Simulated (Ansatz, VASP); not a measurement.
# WSe2: VASP beside Ansatz

Contents of INCAR:

```
SYSTEM = WSe2
  ALGO = Normal
  DIPOL = 0.5 0.5 0.388
  EDIFF = 1E-6
  ENCUT = 520
  GGA = PE
  IDIPOL = 3
  ISIF = 2
  ISMEAR = 0
  IVDW = 12
  LASPH = .TRUE.
  LCHARG = .TRUE.
  LDIPOL = .TRUE.
  LELF = .TRUE.
  LREAL = .FALSE.
  LVACPOTAV = .TRUE.
  LVHAR = .TRUE.
  LWAVE = .FALSE.
  NBANDS = 35
  NELM = 100
  PREC = Accurate
  SIGMA = 0.05
```

Contents of KPOINTS:

```
k-points
0
G
  9 9 1
  0 0 0
```

File POSCAR:

```
WSe2
1.0
    3.2854929709      0.0000000000      0.0000000000
   -1.6427464855      2.8453203767      0.0000000000
    0.0000000000      0.0000000000     24.2386466774
Se W
4 2
Direct
    0.3333333333      0.6666666667      0.1856539294
    0.3333333333      0.6666666667      0.3246601777
    1.2222222222     -0.2222222222      0.4517299783
    1.2222222222     -0.2222222222      0.5907362267
    0.6666666667      0.3333333333      0.2551570536
    1.5555555556     -0.5555555556      0.5212331025
```

Input for Ansatz:

```yaml
crystal:
  lattice:
    - [3.2854929709, 0.0, 0.0]
    - [-1.6427464855, 2.8453203767, 0.0]
    - [0.0, 0.0, 24.2386466774]
  atoms:
    - { symbol: Se, position: [0.3333333333, 0.6666666667, 0.1856539294] }
    - { symbol: W, position: [0.6666666667, 0.3333333333, 0.2551570536] }
    - { symbol: Se, position: [0.3333333333, 0.6666666667, 0.3246601777] }
    - { symbol: Se, position: [1.2222222222, -0.2222222222, 0.4517299783] }
    - { symbol: W, position: [1.5555555556, -0.5555555556, 0.5212331025] }
    - { symbol: Se, position: [1.2222222222, -0.2222222222, 0.5907362267] }
basis:
  ecutwfc: 420
kpoints:
  mp_grid: { grid: [9, 9, 1] }
hamiltonian:
  xc: pbe
  pseudopotentials: { kind: paw, azcp: { folder: soft_1 } }
  dispersion: d3bj
scf:
  occupations: { method: gaussian, width: 0.05 }
output:
  forces: true
  eigenvalues: true
efield:
  axis: 3
  dipole_correction: true
  ramp_width: 0.04
```

Alike in both runs: task single point; functional PBE; dispersion D3(BJ); k mesh 9 × 9 × 1; occupations gaussian, width 0.05 eV; no spin polarisation.

```csv
,VASP,Ansatz
version,VASP 6.6.1,Ansatz 0.2.0
potentials or method,"VASP PAW PBE potentials, release 64 (Se, W_sv), cutoff 520 eV","scalar-relativistic, plane waves, PAW"
valence electrons in the cell,52,92
```

```csv
,VASP,Ansatz,Ansatz less VASP
gap on the k mesh at the Fermi level (eV),1.25,1.25,+0.005
least direct gap on the mesh (eV),1.62,1.62,+0.004
rms of the force components (eV/Å),0.141,0.155,+0.0136
```

VASP's potentials hold 52 valence electrons a cell and Ansatz's 92, so a difference there can come from the potentials and not from the codes.

Neither program's run includes spin-orbit coupling.
